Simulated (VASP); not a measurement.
# GaN (F-43m) in VASP: single point with PBEsol

Aim: the single point of GaN with PBEsol.

All numbers are computed with VASP 6.6.1; they aren't measurements. Logs are shortened: lines on timing, memory, paths and dates and some standing lists are left out, and cuts for length are marked.

### Step 1. The cell of the first run

It takes space group F-43m (No. 216, cubic). Conventional cell: a = 4.498 Å, b = 4.498 Å, c = 4.498 Å, α = 90.00°, β = 90.00°, γ = 90.00°. Ga (site symmetry -43m) has 4 N at 1.95 Å within 2.6 Å. Within 2.6 Å of N (site symmetry -43m) lie 4 Ga at 1.95 Å.

### Step 2. Single point, PBEsol

INCAR

```
SYSTEM = GaN
PREC     = Accurate       ! precision mode
ENCUT    = 600            ! plane-wave cutoff, eV
EDIFF    = 1E-6           ! SCF threshold, eV
ISMEAR   = 0              ! smearing method
SIGMA    = 0.02           ! smearing width, eV
LREAL    = .False.        ! projectors in reciprocal space
LASPH    = .True.         ! aspherical terms in the spheres
NELM     = 120            ! most SCF steps
ALGO     = Normal         ! electronic algorithm
ISIF     = 2              ! what is computed and relaxed
LWAVE    = .False.        ! write WAVECAR
LCHARG   = .False.        ! write CHGCAR
GGA      = PS             ! functional
NBANDS   = 16             ! bands
GGA_COMPAT= .False.
```

KPOINTS

```
regular mesh
0
Gamma
  10 10 10
  0 0 0
```

POSCAR

```
GaN
1.0
    0.0000000000      2.2489555081      2.2489555081
    2.2489555081      0.0000000000      2.2489555081
    2.2489555081      2.2489555081      0.0000000000
Ga N
1 1
Direct
    0.0000000000      0.0000000000      0.0000000000
    0.7500000000      0.7500000000      0.7500000000
```

Potentials or basis: VASP PAW PBE potentials, release 64 (Ga_d, N).

On the command line:

```
> cat potpaw_PBE.64/Ga_d/POTCAR potpaw_PBE.64/N/POTCAR > POTCAR
> mpirun -np 1 vasp_std > vasp.out
```

OUTCAR:

```text
SYSTEM = GaN
   PREC = Accurate
   ENCUT = 600
   EDIFF = 1E-6
   ISMEAR = 0
   LREAL = .False.
   LASPH = .True.
   NELM = 120
   ISIF = 2
   GGA = PS

 ion  position               nearest neighbor table
   1  0.000  0.000  0.000-   2 1.95   2 1.95   2 1.95   2 1.95
   2  0.750  0.750  0.750-   1 1.95   1 1.95   1 1.95   1 1.95

  LATTYP: Found a face centered cubic cell.
 ALAT       =     4.4979110162

  Lattice vectors:

 A1 = (   0.0000000000,   2.2489555081,   2.2489555081)
 A2 = (   2.2489555081,   0.0000000000,   2.2489555081)
 A3 = (   2.2489555081,   2.2489555081,   0.0000000000)

Analysis of symmetry for initial positions (statically):
=====================================================================
 Subroutine PRICEL returns:
 Original cell was already a primitive cell.

 Routine SETGRP: Setting up the symmetry group for a
 face centered cubic supercell.

 Subroutine GETGRP returns: Found 24 space group operations
 (whereof 24 operations were pure point group operations)
 out of a pool of 48 trial point group operations.

The static configuration has the point symmetry T_d .

Analysis of symmetry for dynamics (positions and initial velocities):
=====================================================================
 Subroutine PRICEL returns:
 Original cell was already a primitive cell.

 Routine SETGRP: Setting up the symmetry group for a
 face centered cubic supercell.

 Subroutine GETGRP returns: Found 24 space group operations
 (whereof 24 operations were pure point group operations)
 out of a pool of 48 trial point group operations.

The dynamic configuration has the point symmetry T_d .

 Subroutine INISYM returns: Found 24 space group operations
 (whereof 24 operations are pure point group operations),
 and found     1 'primitive' translations

----------------------------------------------------------------------------------------

                                     Primitive cell

  volume of cell :      22.7495

  direct lattice vectors                    reciprocal lattice vectors
     0.000000000  2.248955508  2.248955508    -0.222325430  0.222325430  0.222325430
     2.248955508  0.000000000  2.248955508     0.222325430 -0.222325430  0.222325430
     2.248955508  2.248955508  0.000000000     0.222325430  0.222325430 -0.222325430

  length of vectors
     3.180503381  3.180503381  3.180503381     0.385078940  0.385078940  0.385078940

  position of ions in fractional coordinates (direct lattice)
[... 79 lines left out ...]
   EDIFF  = 0.1E-05   stopping-criterion for ELM
   LREAL  =      F    real-space projection
   EDIFFG = 0.1E-04   stopping-criterion for IOM
   NSW    =      0    number of steps for IOM
   IBRION =     -1    ionic relax: 0-MD 1-quasi-New 2-CG
   NFREE  =      0    steps in history (QN), initial steepest desc. (CG)
   ISIF   =      2    stress and relaxation
   ISYM   =      2    0-nonsym 1-usesym 2-fastsym
   POTIM  = 0.5000    time-step for ionic-motion
   TEBEG  =    0.0;   TEEND  =   0.0 temperature during run
   PSTRESS=    0.0 pullay stress
   NELECT =      18.0000    total number of electrons
   NUPDOWN=      -1.0000    fix difference up-down
   EMIN   =  10.00;   EMAX   =-10.00  energy-range for DOS
   EFERMI =   0.00;   METHOD = LEGACY
   ISMEAR =     0;   SIGMA  =   0.02  broadening in eV -4-tet -1-fermi 0-gaus
   EFERMI_NEDOS =   21; number of points for ismear=-14 and -15
   IALGO  =     38    algorithm
   IMIX   =      4    mixing-type and parameters
     AMIX     =   0.40;   BMIX     =  1.00
     AMIX_MAG =   1.60;   BMIX_MAG =  1.00
  volume/ion in A,a.u.               =      11.37        76.76
  Fermi-wavevector in a.u.,A,eV,Ry     =   1.514171  2.861367 31.194248  2.292713
  Thomas-Fermi vector in A             =   2.623864
   LORBIT       =      0    0 simple, 1 ext, 2 COOP (PROOUT), +10 PAW based schemes
   GGA     = PS    functional components
   LHFCALC =     F    Hartree Fock is set to
   AEXX    =    0.0000 exact exchange contribution
   IVDW    =     0    specifies the selected vdW correction
   LEPSILON=     F    determine dielectric tensor
   LRPA    =     F    only Hartree local field effects (RPA)
 non-spin polarized calculation
 Gauss-broadening in eV      SIGMA  =   0.02
  energy-cutoff  :      600.00
  volume of cell :       22.75
 maximum number of plane-waves:       769
 NGX is ok and might be reduce to    28
   NGX = 13   NGY = 13   NGZ = 13

 number of electron      18.0000005 magnetization

 Free energy of the ion-electron system (eV)
  ---------------------------------------------------
  ext. energy  EPLUGINS =         0.00000000
  ---------------------------------------------------
  free energy    TOTEN  =       -13.12426171 eV

  energy without entropy =      -13.12426171  energy(sigma->0) =      -13.12426171

 E-fermi :   5.3769     XC(G=0): -11.9346

 val. band max:        5.2154371365   @ k =   0.0000   0.0000   0.0000
 cond. band min:       6.9372204308   @ k =   0.0000   0.0000   0.0000
 fundamental gap:      1.7217832943
 Fermi energy:         5.3768592292

 k-point     1 :       0.0000    0.0000    0.0000
  band No.  band energies     occupation
      1     -10.7694      2.00000
      2      -8.1935      2.00000
      3      -8.1935      2.00000
      4      -8.1935      2.00000
      5      -7.8621      2.00000
      6      -7.8621      2.00000
[... 433 lines left out ...]
      3      -7.9624      2.00000
      4      -7.9615      2.00000
      5      -7.7998      2.00000
      6      -6.9547      2.00000
[... 8 lines left out ...]
     15      27.5071      0.00000
     16      27.6142      0.00000

 [... further k-points ...]

------------------------ aborting loop because EDIFF is reached ----------------------------------------

  FORCE on cell =-STRESS in cart. coord.  units (eV):
  Direction    XX          YY          ZZ          XY          YZ          ZX
  --------------------------------------------------------------------------------------
  -------------------------------------------------------------------------------------
  Total       -0.0508525     -0.0508525     -0.0508525      0.0000000     -0.0000000     -0.0000000
  in kB       -3.5813813     -3.5813813     -3.5813813      0.0000000     -0.0000000     -0.0000000
  external PRESSURE =      -3.5813813 kB  Pullay stress =       0.0000000 kB

 VOLUME and BASIS-vectors are now :
 -----------------------------------------------------------------------------
  energy-cutoff  :      600.00
  volume of cell :       22.75
      direct lattice vectors                 reciprocal lattice vectors
     0.000000000  2.248955508  2.248955508    -0.222325430  0.222325430  0.222325430
     2.248955508  0.000000000  2.248955508     0.222325430 -0.222325430  0.222325430
     2.248955508  2.248955508  0.000000000     0.222325430  0.222325430 -0.222325430

 POSITION                                       TOTAL-FORCE (eV/Angst)
 -----------------------------------------------------------------------------------
      0.00000      0.00000      0.00000        -0.000000     -0.000000     -0.000000
      3.37343      3.37343      3.37343         0.000000      0.000000      0.000000
 -----------------------------------------------------------------------------------
    total drift:                               -0.000000     -0.000000     -0.000000

  FREE ENERGIE OF THE ION-ELECTRON SYSTEM (eV)
  ---------------------------------------------------
  free  energy   TOTEN  =       -13.1242617097 eV

  energy  without entropy=      -13.1242617097  energy(sigma->0) =      -13.12426171
```

OSZICAR:

```text
N       E                     dE             d eps       ncg     rms          rms(c)
DAV:   1     0.875409972414E+02    0.87541E+02   -0.10031E+04  1656   0.218E+03
DAV:   2    -0.843903231985E+01   -0.95980E+02   -0.89781E+02  1720   0.352E+02
DAV:   3    -0.148617257185E+02   -0.64227E+01   -0.63935E+01  1784   0.766E+01
DAV:   4    -0.149402701873E+02   -0.78544E-01   -0.78522E-01  1848   0.917E+00
DAV:   5    -0.149413286253E+02   -0.10584E-02   -0.10584E-02  1840   0.963E-01    0.721E+00
DAV:   6    -0.131541156342E+02    0.17872E+01   -0.42445E+00  2280   0.399E+01    0.264E+00
DAV:   7    -0.131437607146E+02    0.10355E-01   -0.28133E-01  1624   0.578E+00    0.168E+00
DAV:   8    -0.131273859174E+02    0.16375E-01   -0.52236E-02  1920   0.270E+00    0.670E-01
DAV:   9    -0.131241881371E+02    0.31978E-02   -0.11808E-02  2216   0.238E+00    0.169E-01
DAV:  10    -0.131242975505E+02   -0.10941E-03   -0.11836E-03  1872   0.491E-01    0.768E-02
DAV:  11    -0.131242597301E+02    0.37820E-04   -0.14256E-04  2280   0.190E-01    0.654E-03
DAV:  12    -0.131242617707E+02   -0.20406E-05   -0.13065E-05  1792   0.451E-02    0.419E-03
DAV:  13    -0.131242617097E+02    0.61011E-07   -0.42995E-07  1056   0.105E-02
   1 F= -.13124262E+02 E0= -.13124262E+02  d E =-.173096E-32
```

stdout:

```text
POSCAR found type information on POSCAR GaN
 POSCAR found :  2 types and       2 ions
 scaLAPACK will be used
 -----------------------------------------------------------------------------
|                                                                             |
|                                                                             |
|     You enforced a specific xc type in the INCAR file but a different       |
|     I HOPE YOU KNOW WHAT YOU ARE DOING!                                     |
|                                                                             |
 -----------------------------------------------------------------------------

 LDA part: xc-table for (Slater+PW92), standard interpolation
 POSCAR, INCAR and KPOINTS ok, starting setup
 FFT: planning ... GRIDC
 FFT: planning ... GRID_SOFT
 FFT: planning ... GRID
 WAVECAR not read
 entering main loop
```

Wall time 37 s (1 thread of AMD EPYC 7R43 (Zen 3), shared host); peak memory 0.13 GiB.

What came out:

```
Free energy            : -13.1243 eV
Pressure               : -0.4 GPa
Band gap on the k mesh : 1.72 eV
```

Caveat: the PAW data sets were made with another functional, which shifts forces and pressure a little.
